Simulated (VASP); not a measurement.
# Si3O (P1) in VASP: single point with PBE

Aim: the single point of Si3O with PBE.

Program: VASP 6.6.1. These are calculated values, not measurements. Logs are shortened: lines on timing, memory, paths and dates and some standing lists are left out, and cuts for length are marked.

## (1) The cell of the first run

The typed cell holds 8 atoms: a = 4.391 Å, b = 3.534 Å, c = 9.222 Å, α = 92.42°, β = 73.26°, γ = 88.36°.

## (2) Single point, PBE

Contents of INCAR:

```
  ALGO = Normal
  EDIFF = 1E-6
  ENCUT = 520
  GGA = PE
  ISIF = 2
  ISMEAR = 0
  LASPH = True
  LCHARG = False
  LREAL = False
  LWAVE = False
  NBANDS = 28
  NELM = 100
  PREC = Accurate
  SIGMA = 0.1
```

Contents of KPOINTS:

```
k-points
0
Gamma
  6 6 4
```

Contents of POSCAR:

```
Si3O
1.0
    4.3426041211      0.0576173550      0.6478647292
    0.0678380475      3.5323244165     -0.0844994612
    1.3269279474     -0.1974530996      9.1240272910
Si O
6 2
Direct
   -0.0971798900      0.5185890786      0.2408627807
    0.0528807718      0.6162751395      0.6806029159
    0.5295378953      0.0328355538      0.2456111653
    0.4742313728     -0.3387659834      0.8083601203
    0.2211628745      0.5675096327      0.4064671016
    0.3975947550      0.3695310951      1.0523441252
    0.3849993642      1.1157550923     -0.1088862306
    0.0367728566      1.1182703914      0.6746380220
```

Potentials or basis: VASP PAW PBE potentials, release 64 (Si, O).

Launch:

```
$ cat potpaw_PBE.64/Si/POTCAR potpaw_PBE.64/O/POTCAR > POTCAR
$ mpirun -np 1 vasp_std > vasp.out
```

OUTCAR:

```text
EDIFF = 1E-6
   ENCUT = 520
   GGA = PE
   ISIF = 2
   ISMEAR = 0
   LASPH = True
   LREAL = False
   NELM = 100
   PREC = Accurate

 ion  position               nearest neighbor table
   1  0.903  0.519  0.241-   5 2.35   6 2.39   3 2.40   3 2.40   5 2.94
   2  0.053  0.616  0.681-   8 1.76   8 1.78   5 2.42   4 2.47   4 2.47
   3  0.530  0.033  0.246-   6 2.38   1 2.40   1 2.40   5 2.43   5 2.46   6 3.05
   4  0.474  0.661  0.808-   7 1.73   7 2.11   6 2.45   2 2.47   2 2.47
   5  0.221  0.568  0.406-   1 2.35   2 2.42   3 2.43   3 2.46   1 2.94
   6  0.398  0.370  0.052-   7 1.72   3 2.38   1 2.39   4 2.45   3 3.05
   7  0.385  0.116  0.891-   6 1.72   4 1.73   4 2.11
   8  0.037  0.118  0.675-   2 1.76   2 1.78

  LATTYP: Found a triclinic cell.
 ALAT       =     4.3910430446
 B/A-ratio  =     1.2655988290
 C/A-ratio  =     2.2171251312
 COS(alpha) =     0.0183875794
 COS(beta)  =     0.2831753839
 COS(gamma) =     0.7719705227

  Lattice vectors:

 A1 = (  -4.3426041211,  -0.0576173550,  -0.6478647292)
 A2 = (  -4.2747660736,   3.4747070615,  -0.7323641904)
 A3 = (  -1.3947659949,  -3.3348713169,  -9.0395278298)

Analysis of symmetry for initial positions (statically):
=====================================================================
 Subroutine PRICEL returns:
 Original cell was already a primitive cell.

 Routine SETGRP: Setting up the symmetry group for a
 triclinic supercell.

 Subroutine GETGRP returns: Found  1 space group operations
 (whereof  1 operations were pure point group operations)
 out of a pool of  2 trial point group operations.

The static configuration has the point symmetry C_1 .

Analysis of symmetry for dynamics (positions and initial velocities):
=====================================================================
 Subroutine PRICEL returns:
 Original cell was already a primitive cell.

 Routine SETGRP: Setting up the symmetry group for a
 triclinic supercell.

 Subroutine GETGRP returns: Found  1 space group operations
 (whereof  1 operations were pure point group operations)
 out of a pool of  2 trial point group operations.

The dynamic configuration has the point symmetry C_1 .

 Subroutine INISYM returns: Found  1 space group operations
 (whereof  1 operations are pure point group operations),
 and found     1 'primitive' translations

----------------------------------------------------------------------------------------

                                     Primitive cell

  volume of cell :     136.7980

  direct lattice vectors                    reciprocal lattice vectors
     4.342604121  0.057617355  0.647864729     0.235473753 -0.005344236 -0.034361136
     0.067838047  3.532324416 -0.084499461    -0.004778032  0.283354780  0.006826962
     1.326927947 -0.197453100  9.124027291    -0.016764404  0.003003681  0.112103812

  length of vectors
     4.391043045  3.533986127  9.222125542     0.238027596  0.283477280  0.113390176

  position of ions in fractional coordinates (direct lattice)
     0.902820110  0.518589079  0.240862781
     0.052880772  0.616275139  0.680602916
     0.529537895  0.032835554  0.245611165
     0.474231373  0.661234017  0.808360120
     0.221162875  0.567509633  0.406467102
     0.397594755  0.369531095  0.052344125
     0.384999364  0.115755092  0.891113769
     0.036772857  0.118270391  0.674638022

  ion indices of the primitive-cell ions
   primitive index   ion index
                 1           1
                 2           2
                 3           3
                 4           4
                 5           5
                 6           6
                 7           7
                 8           8

----------------------------------------------------------------------------------------

 KPOINTS: k-points

Automatic generation of k-mesh.
 Grid dimensions read from file:
 generate k-points for:    6    6    4

 Generating k-lattice:

  Cartesian coordinates                     Fractional coordinates (reciprocal lattice)
     0.039245625 -0.000890706 -0.005726856     0.166666667  0.000000000  0.000000000
    -0.000796339  0.047225797  0.001137827     0.000000000  0.166666667  0.000000000
    -0.004191101  0.000750920  0.028025953     0.000000000  0.000000000  0.250000000

  Length of vectors
     0.039671266  0.047246213  0.028347544

  Shift w.r.t. Gamma in fractional coordinates (k-lattice)
     0.000000000  0.000000000  0.000000000

 Subroutine IBZKPT returns following result:
 ===========================================

 Found     76 irreducible k-points:

 Following reciprocal coordinates:
            Coordinates               Weight
  0.000000  0.000000  0.000000      1.000000
  0.166667  0.000000  0.000000      2.000000
  0.333333  0.000000  0.000000      2.000000
  0.500000  0.000000  0.000000      1.000000
 -0.000000  0.166667  0.000000      2.000000
  0.166667  0.166667  0.000000      2.000000
[... 16 lines left out ...]
  0.333333  0.000000  0.250000      2.000000
  0.500000  0.000000  0.250000      2.000000
 [... further k-points ...]
   k-points           NKPTS =     76   k-points in BZ     NKDIM =     76   number of bands    NBANDS=     28
   number of dos      NEDOS =    301   number of ions     NIONS =      8
   total plane-waves  NPLWV =  70560
   dimension x,y,z NGX =    36 NGY =   28 NGZ =   70
   dimension x,y,z NGXF=    72 NGYF=   56 NGZF=  140
   ions per type =               6   2
   NGX,Y,Z   is equivalent  to a cutoff of  13.63, 13.17, 12.62 a.u.
   NGXF,Y,Z  is equivalent  to a cutoff of  27.26, 26.34, 25.24 a.u.
 SYSTEM =  unknown system
   PREC   = accura    normal or accurate (medium, high low for compatibility)
   ISTART =      0    job   : 0-new  1-cont  2-samecut
   ICHARG =      2    charge: 1-file 2-atom 10-const
   ISPIN  =      1    spin polarized calculation?
   LNONCOLLINEAR =      F non collinear calculations
   LSORBIT =      F    spin-orbit coupling
   LASPH  =      T    aspherical Exc in radial PAW
   ENCUT  =  520.0 eV  38.22 Ry    6.18 a.u.   8.16  6.57 17.15*2*pi/ulx,y,z
   NELM   =    100;   NELMIN=  2; NELMDL= -5     # of ELM steps
   EDIFF  = 0.1E-05   stopping-criterion for ELM
   LREAL  =      F    real-space projection
   EDIFFG = 0.1E-04   stopping-criterion for IOM
   NSW    =      0    number of steps for IOM
   IBRION =     -1    ionic relax: 0-MD 1-quasi-New 2-CG
   NFREE  =      0    steps in history (QN), initial steepest desc. (CG)
   ISIF   =      2    stress and relaxation
   ISYM   =      2    0-nonsym 1-usesym 2-fastsym
   POTIM  = 0.5000    time-step for ionic-motion
   TEBEG  =    0.0;   TEEND  =   0.0 temperature during run
   PSTRESS=    0.0 pullay stress
   NELECT =      36.0000    total number of electrons
   NUPDOWN=      -1.0000    fix difference up-down
   EMIN   =  10.00;   EMAX   =-10.00  energy-range for DOS
   EFERMI =   0.00;   METHOD = LEGACY
   ISMEAR =     0;   SIGMA  =   0.10  broadening in eV -4-tet -1-fermi 0-gaus
   EFERMI_NEDOS =   21; number of points for ismear=-14 and -15
   IALGO  =     38    algorithm
   IMIX   =      4    mixing-type and parameters
     AMIX     =   0.40;   BMIX     =  1.00
     AMIX_MAG =   1.60;   BMIX_MAG =  1.00
  volume/ion in A,a.u.               =      17.10       115.39
  Fermi-wavevector in a.u.,A,eV,Ry     =   1.049097  1.982506 14.974640  1.100605
  Thomas-Fermi vector in A             =   2.184046
   LORBIT       =      0    0 simple, 1 ext, 2 COOP (PROOUT), +10 PAW based schemes
   GGA     = PE    functional components
   LHFCALC =     F    Hartree Fock is set to
   AEXX    =    0.0000 exact exchange contribution
   IVDW    =     0    specifies the selected vdW correction
   LEPSILON=     F    determine dielectric tensor
   LRPA    =     F    only Hartree local field effects (RPA)
 non-spin polarized calculation
 Gauss-broadening in eV      SIGMA  =   0.10
  energy-cutoff  :      520.00
  volume of cell :      136.80
 maximum number of plane-waves:      3711
 NGX is ok and might be reduce to    36
   NGX = 17   NGY = 13   NGZ = 35

 number of electron      35.9999998 magnetization

 Free energy of the ion-electron system (eV)
  ---------------------------------------------------
  ext. energy  EPLUGINS =         0.00000000
  ---------------------------------------------------
  free energy    TOTEN  =       -45.59142039 eV

  energy without entropy =      -45.58190107  energy(sigma->0) =      -45.58666073

 E-fermi :   5.4946     XC(G=0):  -9.4328

 val. band max:        5.4927389912   @ k =  -0.0000   0.5000   0.2500
 cond. band min:       5.4994677736   @ k =   0.3333   0.0000   0.0000
 fundamental gap:      0.0067287824
 Fermi energy:         5.4945670061

 k-point     1 :       0.0000    0.0000    0.0000
  band No.  band energies     occupation
      1     -15.5108      2.00000
      2     -13.6974      2.00000
      3      -6.8565      2.00000
      4      -3.9472      2.00000
      5      -2.2746      2.00000
      6      -1.9347      2.00000
[... 20 lines left out ...]
     27      11.4244      0.00000
     28      11.5794      0.00000

 k-point     2 :       0.1667    0.0000    0.0000
  band No.  band energies     occupation
      1     -15.5016      2.00000
      2     -13.7001      2.00000
      3      -6.6728      2.00000
      4      -3.9423      2.00000
      5      -2.3221      2.00000
      6      -1.9180      2.00000
[... 20 lines left out ...]
     27      11.2000      0.00000
     28      11.4835      0.00000

 k-point     3 :       0.3333    0.0000    0.0000
  band No.  band energies     occupation
      1     -15.4832      2.00000
      2     -13.7058      2.00000
      3      -6.1561      2.00000
      4      -4.0273      2.00000
      5      -3.2861      2.00000
      6      -1.9598      2.00000
[... 616 lines left out ...]
      3      -6.1541      2.00000
      4      -4.0209      2.00000
      5      -3.3008      2.00000
      6      -2.0391      2.00000
[... 20 lines left out ...]
     27      10.8829      0.00000
     28      11.1538      0.00000

 k-point    24 :       0.5000    0.0000    0.2500
  band No.  band energies     occupation
      1     -15.4739      2.00000
      2     -13.7088      2.00000
      3      -5.6650      2.00000
      4      -4.4532      2.00000
      5      -3.6719      2.00000
      6      -2.0051      2.00000
[... 20 lines left out ...]
     27      11.2477      0.00000
     28      11.5004      0.00000

 [... further k-points ...]

------------------------ aborting loop because EDIFF is reached ----------------------------------------

  FORCE on cell =-STRESS in cart. coord.  units (eV):
  Direction    XX          YY          ZZ          XY          YZ          ZX
  --------------------------------------------------------------------------------------
  -------------------------------------------------------------------------------------
  Total       -0.0919845      0.0541427     -0.0069255      0.0191625      0.0727698      0.0831899
  in kB       -1.0773216      0.6341189     -0.0811111      0.2244313      0.8522793      0.9743193
  external PRESSURE =      -0.1747713 kB  Pullay stress =       0.0000000 kB

 VOLUME and BASIS-vectors are now :
 -----------------------------------------------------------------------------
  energy-cutoff  :      520.00
  volume of cell :      136.80
      direct lattice vectors                 reciprocal lattice vectors
     4.342604121  0.057617355  0.647864729     0.235473753 -0.005344236 -0.034361136
     0.067838047  3.532324416 -0.084499461    -0.004778032  0.283354780  0.006826962
     1.326927947 -0.197453100  9.124027291    -0.016764404  0.003003681  0.112103812

 POSITION                                       TOTAL-FORCE (eV/Angst)
 -----------------------------------------------------------------------------------
      4.27538      1.83628      2.73872        -0.003005     -0.000495      0.002592
      1.17456      2.04554      6.19202         0.003850      0.011687     -0.004615
      2.62771      0.09800      2.58126         0.003343      0.005178     -0.004885
      3.17689      2.20340      7.62686        -0.005669     -0.013244     -0.018758
      1.53827      1.93711      3.80395        -0.000349     -0.000387     -0.000369
      1.82112      1.31788      0.70395        -0.001745      0.025806      0.045535
      2.86220      0.25511      8.37019         0.003641     -0.012581     -0.015918
      1.06291      0.28668      6.16925        -0.000066     -0.015964     -0.003582
 -----------------------------------------------------------------------------------
    total drift:                                0.000385      0.000149      0.000185

  FREE ENERGIE OF THE ION-ELECTRON SYSTEM (eV)
  ---------------------------------------------------
  free  energy   TOTEN  =       -45.5914203905 eV

  energy  without entropy=      -45.5819010658  energy(sigma->0) =      -45.58666073
```

Run time: 2.7 min. Hardware: 1 thread of Intel Xeon Platinum 8559C (Emerald Rapids), shared host; peak memory 0.37 GiB.

Results:

| Property | Result |
| --- | --- |
| Free energy | -45.5914 eV |
| Pressure | 0.0 GPa |
| Largest force | 0.052 eV/Å |
| Band gap on the k mesh | zero (bands 18 and 19 overlap by 1.01 eV) |

Forces on the atoms (eV/Å):
```
Si  -0.003  0.000  0.003
Si   0.004  0.012 -0.005
Si   0.003  0.005 -0.005
Si  -0.006 -0.013 -0.019
Si   0.000  0.000  0.000
Si  -0.002  0.026  0.046
O    0.004 -0.013 -0.016
O    0.000 -0.016 -0.004
```

Levels at points of the mesh, in eV from the Fermi level:
| k point | band 14 | band 15 | band 16 | band 17 | band 18 | band 19 | band 20 | band 21 | band 22 | band 23 |
| --- | --- | --- | --- | --- | --- | --- | --- | --- | --- | --- |
| (0.00, 0.00, 0.00) | -2.49 | -1.66 | -1.25 | -0.81 | 0.65 | 1.04 | 1.20 | 2.14 | 2.57 | 3.11 |
| (0.50, 0.00, 0.00) | -2.97 | -1.04 | -0.83 | -0.28 | 0.34 | 0.90 | 1.44 | 2.72 | 3.03 | 3.89 |
| (0.00, 0.50, 0.00) | -2.86 | -2.39 | -2.15 | -1.92 | -1.57 | 0.15 | 0.72 | 1.43 | 2.40 | 2.50 |
| (0.50, 0.50, 0.00) | -3.42 | -2.90 | -2.31 | -2.19 | -0.95 | 1.33 | 1.81 | 2.30 | 3.48 | 4.10 |
| (0.00, 0.00, 0.50) | -2.71 | -1.80 | -0.80 | -0.45 | 0.68 | 0.96 | 1.51 | 1.66 | 2.51 | 2.99 |
| (0.50, 0.00, 0.50) | -2.69 | -1.04 | -0.79 | -0.18 | 0.09 | 0.96 | 1.62 | 2.33 | 2.86 | 4.08 |
| (0.00, 0.50, 0.50) | -2.92 | -2.57 | -2.08 | -1.78 | -1.62 | -0.14 | 0.97 | 1.55 | 2.45 | 3.24 |
| (0.50, 0.50, 0.50) | -3.32 | -2.63 | -2.36 | -1.72 | -1.49 | 1.12 | 1.91 | 2.39 | 3.35 | 3.83 |
